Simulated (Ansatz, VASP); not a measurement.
Two plane-wave programs on CoO

```xyz
2
Lattice="2.5580 0.0000 0.0000 0.0000 2.5580 0.0000 0.0000 0.0000 2.5580" Properties=species:S:1:pos:R:3 pbc="T T T"
Co    0.0000    0.0000    0.0000
O     1.2790    1.2790    1.2790
```

Alike in both runs: task relaxation of cell and atoms; functional PBE; k mesh 8 × 8 × 8; occupations gaussian, width 0.1 eV; collinear spin; Hubbard terms Co d U = 3.32 eV.

```csv
,VASP,Ansatz
version,VASP 6.6.1,Ansatz 0.2.0
potentials or method,"VASP PAW PBE potentials, release 64 (Co_sv, O), cutoff 700 eV","scalar-relativistic, plane waves, PAW"
valence electrons in the cell,23,23
```

Ansatz gave:

```
gap on the k mesh at the Fermi level, each at its own relaxed structure (eV)  : 0.87
net moment per atom (μB)                                                      : 1.50
size of the moment on the site where the two differ most (μB)                 : 0.29
relaxed volume (Å³/atom)                                                      : 9.41
relaxed length of the cell vector where the two differ most in proportion (Å) : 2.660
```

Task: Which values does VASP return?

Result: gap on the k mesh at the Fermi level, each at its own relaxed structure (eV): 1.06; net moment per atom (μB): 1.50; size of the moment on the site where the two differ most (μB): 0.27; relaxed volume (Å³/atom): 9.25; relaxed length of the cell vector where the two differ most in proportion (Å): 2.645.

Site moments also hang on the region over which each program counts them. The programs project onto different local orbitals, so the same U acts differently, and such runs can settle in different states.
